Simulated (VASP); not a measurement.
# LiMn (Pm-3m) in VASP: single point with PBE

Aim: the single point of LiMn with PBE.

Everything below comes from runs of VASP 6.6.1. Logs are shortened: lines on timing, memory, paths and dates and some standing lists are left out, and cuts for length are marked.

## (1) The cell of the first run

The structure is cubic, space group Pm-3m (No. 221). Conventional cell: a = 3.109 Å, b = 3.109 Å, c = 3.109 Å, α = 90.00°, β = 90.00°, γ = 90.00°. Within 3.6 Å of Li (site symmetry m-3m) lie 8 Mn at 2.69 Å and 6 Li at 3.11 Å. Mn (site symmetry m-3m) has 8 Li at 2.69 Å and 6 Mn at 3.11 Å within 3.6 Å.

## (2) Single point, PBE, collinear spin, ferromagnetic start

INCAR reads:

```
SYSTEM = LiMn
PREC     = Accurate       ! precision mode
ENCUT    = 520            ! plane-wave cutoff, eV
EDIFF    = 1E-6           ! SCF threshold, eV
ISMEAR   = 0              ! smearing method
SIGMA    = 0.1            ! smearing width, eV
LREAL    = .False.        ! projectors in reciprocal space
LASPH    = .True.         ! aspherical terms in the spheres
NELM     = 150            ! most SCF steps
ALGO     = Fast           ! electronic algorithm
ISIF     = 2              ! what is computed and relaxed
LWAVE    = .False.        ! write WAVECAR
LCHARG   = .True.         ! write CHGCAR
ISPIN    = 2              ! spin polarisation
MAGMOM   = 0 4.13         ! initial moments
LORBIT   = 11             ! projections on sites
LMAXMIX  = 4              ! l up to which the mixer works
GGA      = PE             ! functional
LELF     = .True.         ! ELF
LVHAR    = .True.       
NBANDS   = 19             ! bands
```

KPOINTS reads:

```
regular mesh
0
Gamma
  18 18 18
  0 0 0
```

POSCAR reads:

```
LiMn
1.0
    3.1092616634      0.0000000000      0.0000000000
    0.0000000000      3.1092616634      0.0000000000
    0.0000000000      0.0000000000      3.1092616634
Li Mn
1 1
Direct
    0.0000000000      0.0000000000      0.0000000000
    0.5000000000      0.5000000000      0.5000000000
```

Potentials or basis: VASP PAW PBE potentials, release 64 (Li_sv, Mn_pv).

Launch:

```bash
cat potpaw_PBE.64/Li_sv/POTCAR potpaw_PBE.64/Mn_pv/POTCAR > POTCAR
mpirun -np 1 vasp_std > vasp.out
```

OUTCAR:

```text
SYSTEM = LiMn
   PREC = Accurate
   ENCUT = 520
   EDIFF = 1E-6
   ISMEAR = 0
   LREAL = .False.
   LASPH = .True.
   NELM = 150
   ISIF = 2
   ISPIN = 2
   LORBIT = 11
   GGA = PE

 ion  position               nearest neighbor table
   1  0.000  0.000  0.000-   2 2.69   2 2.69   2 2.69   2 2.69   2 2.69   2 2.69   2 2.69   2 2.69

   2  0.500  0.500  0.500-   1 2.69   1 2.69   1 2.69   1 2.69   1 2.69   1 2.69   1 2.69   1 2.69

  LATTYP: Found a simple cubic cell.
 ALAT       =     3.1092616634

  Lattice vectors:

 A1 = (   3.1092616634,   0.0000000000,   0.0000000000)
 A2 = (   0.0000000000,   3.1092616634,   0.0000000000)
 A3 = (   0.0000000000,   0.0000000000,   3.1092616634)

Analysis of symmetry for initial positions (statically):
=====================================================================
 Subroutine PRICEL returns:
 Original cell was already a primitive cell.

 Routine SETGRP: Setting up the symmetry group for a
 simple cubic supercell.

 Subroutine GETGRP returns: Found 48 space group operations
 (whereof 48 operations were pure point group operations)
 out of a pool of 48 trial point group operations.

The static configuration has the point symmetry O_h .

Analysis of symmetry for dynamics (positions and initial velocities):
=====================================================================
 Subroutine PRICEL returns:
 Original cell was already a primitive cell.

 Routine SETGRP: Setting up the symmetry group for a
 simple cubic supercell.

 Subroutine GETGRP returns: Found 48 space group operations
 (whereof 48 operations were pure point group operations)
 out of a pool of 48 trial point group operations.

The dynamic configuration has the point symmetry O_h .

Analysis of structural, dynamic, and magnetic symmetry:
=====================================================================
 Subroutine PRICEL returns:
 Original cell was already a primitive cell.

 Routine SETGRP: Setting up the symmetry group for a
 simple cubic supercell.

 Subroutine GETGRP returns: Found 48 space group operations
 (whereof 48 operations were pure point group operations)
 out of a pool of 48 trial point group operations.

The overall configuration has the point symmetry O_h .

 Subroutine INISYM returns: Found 48 space group operations
 (whereof 48 operations are pure point group operations),
 and found     1 'primitive' translations

----------------------------------------------------------------------------------------

                                     Primitive cell

  volume of cell :      30.0588

  direct lattice vectors                    reciprocal lattice vectors
     3.109261663  0.000000000  0.000000000     0.321619763  0.000000000  0.000000000
     0.000000000  3.109261663  0.000000000     0.000000000  0.321619763  0.000000000
     0.000000000  0.000000000  3.109261663     0.000000000  0.000000000  0.321619763

  length of vectors
     3.109261663  3.109261663  3.109261663     0.321619763  0.321619763  0.321619763

  position of ions in fractional coordinates (direct lattice)
     0.000000000  0.000000000  0.000000000
     0.500000000  0.500000000  0.500000000

  ion indices of the primitive-cell ions
   primitive index   ion index
                 1           1
                 2           2

----------------------------------------------------------------------------------------

 KPOINTS: regular mesh

Automatic generation of k-mesh.
 Grid dimensions read from file:
 generate k-points for:   18   18   18

 Generating k-lattice:

  Cartesian coordinates                     Fractional coordinates (reciprocal lattice)
     0.017867765  0.000000000  0.000000000     0.055555556  0.000000000  0.000000000
     0.000000000  0.017867765  0.000000000     0.000000000  0.055555556  0.000000000
     0.000000000  0.000000000  0.017867765     0.000000000  0.000000000  0.055555556

  Length of vectors
     0.017867765  0.017867765  0.017867765

  Shift w.r.t. Gamma in fractional coordinates (k-lattice)
     0.000000000  0.000000000  0.000000000

 Subroutine IBZKPT returns following result:
 ===========================================

 Found    220 irreducible k-points:

 Following reciprocal coordinates:
            Coordinates               Weight
  0.000000  0.000000  0.000000      1.000000
  0.055556  0.000000  0.000000      6.000000
  0.111111  0.000000  0.000000      6.000000
  0.166667  0.000000  0.000000      6.000000
  0.222222  0.000000  0.000000      6.000000
  0.277778  0.000000  0.000000      6.000000
[... 16 lines left out ...]
  0.277778  0.111111  0.000000     24.000000
  0.333333  0.111111  0.000000     24.000000
 [... further k-points ...]
   k-points           NKPTS =    220   k-points in BZ     NKDIM =    220   number of bands    NBANDS=     19
   number of dos      NEDOS =    301   number of ions     NIONS =      2
   total plane-waves  NPLWV =  13824
   dimension x,y,z NGX =    24 NGY =   24 NGZ =   24
   dimension x,y,z NGXF=    48 NGYF=   48 NGZF=   48
   ions per type =               1   1
   NGX,Y,Z   is equivalent  to a cutoff of  12.83, 12.83, 12.83 a.u.
   NGXF,Y,Z  is equivalent  to a cutoff of  25.66, 25.66, 25.66 a.u.
 SYSTEM =  LiMn
   PREC   = accura    normal or accurate (medium, high low for compatibility)
   ISTART =      0    job   : 0-new  1-cont  2-samecut
   ICHARG =      2    charge: 1-file 2-atom 10-const
   ISPIN  =      2    spin polarized calculation?
   LNONCOLLINEAR =      F non collinear calculations
   LSORBIT =      F    spin-orbit coupling
   LASPH  =      T    aspherical Exc in radial PAW
   ENCUT  =  520.0 eV  38.22 Ry    6.18 a.u.   5.78  5.78  5.78*2*pi/ulx,y,z
   NELM   =    150;   NELMIN=  2; NELMDL= -5     # of ELM steps
   EDIFF  = 0.1E-05   stopping-criterion for ELM
   LREAL  =      F    real-space projection
   EDIFFG = 0.1E-04   stopping-criterion for IOM
   NSW    =      0    number of steps for IOM
   IBRION =     -1    ionic relax: 0-MD 1-quasi-New 2-CG
   NFREE  =      0    steps in history (QN), initial steepest desc. (CG)
   ISIF   =      2    stress and relaxation
   ISYM   =      2    0-nonsym 1-usesym 2-fastsym
   POTIM  = 0.5000    time-step for ionic-motion
   TEBEG  =    0.0;   TEEND  =   0.0 temperature during run
   PSTRESS=    0.0 pullay stress
   NELECT =      16.0000    total number of electrons
   NUPDOWN=      -1.0000    fix difference up-down
   EMIN   =  10.00;   EMAX   =-10.00  energy-range for DOS
   EFERMI =   0.00;   METHOD = LEGACY
   ISMEAR =     0;   SIGMA  =   0.10  broadening in eV -4-tet -1-fermi 0-gaus
   EFERMI_NEDOS =   21; number of points for ismear=-14 and -15
   IALGO  =     68    algorithm
   IMIX   =      4    mixing-type and parameters
     AMIX     =   0.40;   BMIX     =  1.00
     AMIX_MAG =   1.60;   BMIX_MAG =  1.00
  volume/ion in A,a.u.               =      15.03       101.42
  Fermi-wavevector in a.u.,A,eV,Ry     =   1.326755  2.507204 23.950064  1.760280
  Thomas-Fermi vector in A             =   2.456119
   LORBIT       =     11    0 simple, 1 ext, 2 COOP (PROOUT), +10 PAW based schemes
   GGA     = PE    functional components
   LHFCALC =     F    Hartree Fock is set to
   AEXX    =    0.0000 exact exchange contribution
   IVDW    =     0    specifies the selected vdW correction
   LEPSILON=     F    determine dielectric tensor
   LRPA    =     F    only Hartree local field effects (RPA)
 spin polarized calculation
 RMM-DIIS sequential band-by-band and
 Gauss-broadening in eV      SIGMA  =   0.10
  energy-cutoff  :      520.00
  volume of cell :       30.06
 maximum number of plane-waves:       840
 NGX is ok and might be reduce to    24
   NGX = 11   NGY = 11   NGZ = 11

 number of electron      15.9999967 magnetization       3.7969709

 Free energy of the ion-electron system (eV)
  ---------------------------------------------------
  ext. energy  EPLUGINS =         0.00000000
  ---------------------------------------------------
  free energy    TOTEN  =        -9.87015467 eV

  energy without entropy =       -9.85990718  energy(sigma->0) =       -9.86503092

 E-fermi :   4.1511     XC(G=0): -10.0092

 val. band max:        4.1498193534   @ k =   0.5000   0.3889   0.0000
 cond. band min:       4.1562442523   @ k =   0.1667   0.1667   0.0000
 fundamental gap:      0.0064248990
 Fermi energy:         4.1510917907

 spin component 1

 k-point     1 :       0.0000    0.0000    0.0000
  band No.  band energies     occupation
      1     -45.5705      1.00000
      2     -45.5705      1.00000
      3     -45.5705      1.00000
      4     -40.7640      1.00000
      5      -1.7385      1.00000
      6       1.1157      1.00000
[... 11 lines left out ...]
     18      26.0896      0.00000
     19      26.1304      0.00000

 k-point     2 :       0.0556    0.0000    0.0000
  band No.  band energies     occupation
      1     -45.5715      1.00000
      2     -45.5704      1.00000
      3     -45.5704      1.00000
      4     -40.7637      1.00000
      5      -1.6960      1.00000
      6       1.1217      1.00000
[... 11 lines left out ...]
     18      25.5644      0.00000
     19      25.8642      0.00000

 k-point     3 :       0.1111    0.0000    0.0000
  band No.  band energies     occupation
      1     -45.5745      1.00000
      2     -45.5701      1.00000
      3     -45.5701      1.00000
      4     -40.7631      1.00000
      5      -1.5714      1.00000
      6       1.1389      1.00000
[... 434 lines left out ...]
      1     -45.5906      1.00000
      2     -45.5729      1.00000
      3     -45.5686      1.00000
      4     -40.7589      1.00000
      5      -0.6346      1.00000
      6       1.2836      1.00000
[... 11 lines left out ...]
     18      21.4594      0.00000
     19      23.8886      0.00000

 k-point    24 :       0.3333    0.1111    0.0000
  band No.  band energies     occupation
      1     -45.5962      1.00000
      2     -45.5724      1.00000
      3     -45.5682      1.00000
      4     -40.7577      1.00000
      5      -0.3342      1.00000
      6       1.3201      1.00000
[... 11 lines left out ...]
     18      21.0212      0.00000
     19      23.1673      0.00000

 [... further k-points ...]

 spin component 2

 k-point     1 :       0.0000    0.0000    0.0000
  band No.  band energies     occupation
      1     -41.6102      1.00000
      2     -41.6102      1.00000
      3     -41.6102      1.00000
      4     -40.8330      1.00000
      5      -1.2989      1.00000
      6       4.1179      0.68085
[... 11 lines left out ...]
     18      26.8429      0.00000
     19      26.8432      0.00000

 k-point     2 :       0.0556    0.0000    0.0000
  band No.  band energies     occupation
      1     -41.6117      1.00000
      2     -41.6101      1.00000
      3     -41.6101      1.00000
      4     -40.8325      1.00000
      5      -1.2565      1.00000
      6       4.1161      0.68987
[... 11 lines left out ...]
     18      26.1550      0.00000
     19      26.2627      0.00000

 k-point     3 :       0.1111    0.0000    0.0000
  band No.  band energies     occupation
      1     -41.6159      1.00000
      2     -41.6098      1.00000
      3     -41.6098      1.00000
      4     -40.8312      1.00000
      5      -1.1310      1.00000
      6       4.1069      0.73378
[... 434 lines left out ...]
      1     -41.6380      1.00000
      2     -41.6133      1.00000
      3     -41.6079      1.00000
      4     -40.8238      1.00000
      5      -0.1330      1.00000
      6       3.9383      0.99869
[... 11 lines left out ...]
     18      21.9583      0.00000
     19      24.4214      0.00000

 k-point    24 :       0.3333    0.1111    0.0000
  band No.  band energies     occupation
      1     -41.6457      1.00000
      2     -41.6127      1.00000
      3     -41.6073      1.00000
      4     -40.8218      1.00000
      5       0.2547      1.00000
      6       3.7228      1.00000
[... 11 lines left out ...]
     18      21.5572      0.00000
     19      23.7992      0.00000

 [... further k-points ...]

------------------------ aborting loop because EDIFF is reached ----------------------------------------

  FORCE on cell =-STRESS in cart. coord.  units (eV):
  Direction    XX          YY          ZZ          XY          YZ          ZX
  --------------------------------------------------------------------------------------
  -------------------------------------------------------------------------------------
  Total       -0.0167727     -0.0167727     -0.0167727      0.0000000      0.0000000      0.0000000
  in kB       -0.8940076     -0.8940076     -0.8940076      0.0000000      0.0000000      0.0000000
  external PRESSURE =      -0.8940076 kB  Pullay stress =       0.0000000 kB

 VOLUME and BASIS-vectors are now :
 -----------------------------------------------------------------------------
  energy-cutoff  :      520.00
  volume of cell :       30.06
      direct lattice vectors                 reciprocal lattice vectors
     3.109261663  0.000000000  0.000000000     0.321619763  0.000000000  0.000000000
     0.000000000  3.109261663  0.000000000     0.000000000  0.321619763  0.000000000
     0.000000000  0.000000000  3.109261663     0.000000000  0.000000000  0.321619763

 POSITION                                       TOTAL-FORCE (eV/Angst)
 -----------------------------------------------------------------------------------
      0.00000      0.00000      0.00000         0.000000      0.000000      0.000000
      1.55463      1.55463      1.55463         0.000000      0.000000      0.000000
 -----------------------------------------------------------------------------------
    total drift:                                0.000000      0.000000     -0.000000

  FREE ENERGIE OF THE ION-ELECTRON SYSTEM (eV)
  ---------------------------------------------------
  free  energy   TOTEN  =        -9.8701546739 eV

  energy  without entropy=       -9.8599071758  energy(sigma->0) =       -9.86503092

 total charge

# of ion       s       p       d       tot
------------------------------------------
    1        2.050   0.082   0.000   2.132
    2        0.330   6.147   4.935  11.412
--------------------------------------------------
tot          2.380   6.229   4.935  13.544

 magnetization (x)

# of ion       s       p       d       tot
------------------------------------------
    1       -0.014  -0.015   0.000  -0.029
    2        0.030  -0.001   3.721   3.750
--------------------------------------------------
tot          0.016  -0.016   3.721   3.721
```

Run time: 2.4 min. Hardware: 1 thread of Intel Xeon Platinum 8259CL at 2.50GHz (Skylake/Cascade Lake), shared host; peak memory 0.29 GiB.

Results:

| Item | Value |
| --- | --- |
| Free energy | -9.8702 eV |
| Net moment | 3.80 μB per cell |
| Site moments | Li -0.03; Mn +3.75 μB |
| Valence electrons inside the program's atomic spheres | Li 2.13; Mn 11.41 |

Levels at points of the mesh, in eV from the Fermi level:
Spin up:
```csv
k point,band 7,band 8,band 9,band 10,band 11,band 12,band 13,band 14
"(0.00, 0.00, 0.00)",-3.04,-1.66,-1.66,-1.66,7.16,7.16,7.16,11.21
"(0.50, 0.00, 0.00)",-2.17,-2.17,-1.61,-1.30,-0.45,11.66,11.66,12.08
"(0.50, 0.50, 0.00)",-2.03,-2.03,-1.29,0.13,0.13,2.88,6.74,12.63
"(0.50, 0.50, 0.50)",-3.15,-1.26,-1.26,4.21,4.21,4.21,6.30,6.30
```
Spin down:
| k point | band 3 | band 4 | band 5 | band 6 | band 7 | band 8 | band 9 | band 10 |
| --- | --- | --- | --- | --- | --- | --- | --- | --- |
| (0.00, 0.00, 0.00) | -45.76 | -44.98 | -5.45 | -0.03 | -0.03 | 1.97 | 1.97 | 1.97 |
| (0.50, 0.00, 0.00) | -45.76 | -44.97 | -3.21 | -1.17 | 0.37 | 1.14 | 1.14 | 2.04 |
| (0.50, 0.50, 0.00) | -45.75 | -44.97 | -0.73 | -0.12 | 0.31 | 0.31 | 1.42 | 1.42 |
| (0.50, 0.50, 0.50) | -45.79 | -44.97 | -0.76 | -0.76 | -0.76 | 2.50 | 2.50 | 4.97 |

Caveat: the cutoff is under 1.25 times the usual one of these potentials, so pressure, stress and relaxed cells hold a basis-set (Pulay) error.
